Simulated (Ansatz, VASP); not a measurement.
## NaCl in VASP and in Ansatz

File INCAR:

```
ALGO = Normal ; EDIFF = 1E-6
EDIFFG = -0.02 ; ENCUT = 600
GGA = PS ; IBRION = 2
ISIF = 3 ; ISMEAR = -1
IVDW = 13 ; LASPH = T
LCHARG = F ; LREAL = F
LWAVE = F ; NELM = 60
NSW = 80 ; PREC = Accurate
SIGMA = 0.05
```

The input KPOINTS:

```
k-points
0
Gamma
  8 8 8
```

File POSCAR:

```
NaCl
1.0
    3.5021900000      0.0000000000      0.0000000000
    0.0000000000      3.5021900000      0.0000000000
    0.0000000000      0.0000000000      3.5021900000
Cl Na
1 1
Direct
    0.5000000000      0.5000000000      0.5000000000
    0.0000000000      0.0000000000      0.0000000000
```

The input input.yaml:

```yaml
crystal:
  lattice:
    - [3.50219, 0.0, 0.0]
    - [0.0, 3.50219, 0.0]
    - [0.0, 0.0, 3.50219]
  atoms:
    - { symbol: Cl, position: [0.5, 0.5, 0.5] }
    - { symbol: Na, position: [0.0, 0.0, 0.0] }
kpoints:
  mp_grid: { grid: [8, 8, 8] }
scf:
  occupations: { method: fermi_dirac, width: 0.05 }
hamiltonian:
  xc: pbesol
  dispersion: d4
  pseudopotentials: { kind: all_electron, lapw: { basis_error: 0.001 } }
output:
  forces: true
  stress: true
relax:
  f_tol: 0.02
  max_steps: 60
  cell: {}
```

Alike in both runs: task relaxation of cell and atoms; functional PBEsol; dispersion D4; k mesh 8 × 8 × 8; occupations fermi-dirac, width 0.05 eV; no spin polarisation.

|  | VASP | Ansatz |
| --- | --- | --- |
| version | VASP 6.6.1 | Ansatz 0.2.0 |
| potentials or method | VASP PAW PBE potentials, release 64 (Cl, Na_pv), cutoff 600 eV | all-electron LAPW, scalar-relativistic |

Ansatz gave:

* relaxed volume (Å³/atom): 20.14
* relaxed cell length with the largest relative difference (Å): 3.428

Question: What did VASP give for the same quantities?

Answer: Relaxed volume (Å³/atom): 20.25; relaxed cell length with the largest relative difference (Å): 3.434.

VASP's potentials were made for PBE, not for PBEsol. Ansatz ran all-electron here, and VASP with PAW potentials.
